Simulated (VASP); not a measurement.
Write the native input for VASP 6.6.1 that does the following.

| Item | Value |
| --- | --- |
| Task | single point |
| Functional | PBE |
| Dispersion | D3(BJ) |
| Potentials or basis | VASP PAW PBE potentials, release 64 (Al) |
| Cutoff | 520 eV |
| k mesh | 18 × 18 × 18 |
| Occupations | gaussian, width 0.1 eV |
| Spin | no spin polarisation |
| Dipole correction | no |
| Further INCAR settings | ALGO = Normal; EDIFF = 1e-06; NBANDS = 8 |

The structure of Al lies in POSCAR:

```
Al
1.0
    0.0000000000      1.9507148183      1.9507148183
    1.9507148183      0.0000000000      1.9507148183
    1.9507148183      1.9507148183      0.0000000000
Al
1
Direct
    0.0000000000      0.0000000000      0.0000000000
```

This cell differs from its parent crystal: volume scaled by 0.94.

These files were run (other wordings do the same):

INCAR

```
ALGO = Normal ; EDIFF = 1E-6
ENCUT = 520 ; GGA = PE
ISIF = 2 ; ISMEAR = 0
IVDW = 12 ; LASPH = True
LCHARG = False ; LREAL = False
LWAVE = False ; NBANDS = 8
NELM = 60 ; PREC = Accurate
SIGMA = 0.1
```

KPOINTS

```
k-points
0
Gamma
  18 18 18
```

Potentials or basis: VASP PAW PBE potentials, release 64 (Al).

The run is started by

```console
$ cat potpaw_PBE.64/Al/POTCAR > POTCAR
$ mpirun -np 1 vasp_std > vasp.out
```

It gave:

- Pressure: 6.0 GPa
- Dispersion energy per atom: -0.375 eV

Caveat: pairwise dispersion overbinds metals, which lowers pressure and volume.

It took 10 s on 1 thread of Intel(R) Xeon(R) Platinum 8488C (Sapphire Rapids) (shared host), peak memory 0.15 GiB.
